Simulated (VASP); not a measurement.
Here is a VASP 6.6.1 calculation.

Contents of INCAR:

```
PREC = Accurate
ENCUT = 520
EDIFF = 1E-6
ISMEAR = 0
SIGMA = 0.02
LREAL = F
LASPH = T
NELM = 80
ALGO = Normal
ISIF = 2
LWAVE = F
LCHARG = T
GGA = PE
LELF = T
LVHAR = T
NBANDS = 16
```

KPOINTS

```
regular mesh
0
Gamma
  8 8 8
```

The input POSCAR:

```
CuI
1.0
    0.0000000000      2.8620890000      2.8620890000
    2.8620890000      0.0000000000      2.8620890000
    2.8620890000      2.8620890000      0.0000000000
I Cu
1 1
Direct
    0.5000000000      0.5000000000      0.5000000000
    0.0000000000      0.0000000000      0.0000000000
```

Potentials or basis: VASP PAW PBE potentials, release 64 (I, Cu).

Command:

```sh
$ cat potpaw_PBE.64/I/POTCAR potpaw_PBE.64/Cu/POTCAR > POTCAR
$ mpirun -np 1 vasp_std > vasp.out
```

Q: What does it give for the pressure?

A: 0.6 GPa.

Q: What does it give for the band gap on the k mesh?

A: Zero (band 9 reaches 6.22 eV, above the bottom of band 10 at 5.77 eV).

Caveat: spin-orbit coupling is left out, which moves the levels of the heavy elements; semilocal functionals often make such compounds metallic where correlation or magnetic order opens a gap, which also shifts bond lengths.
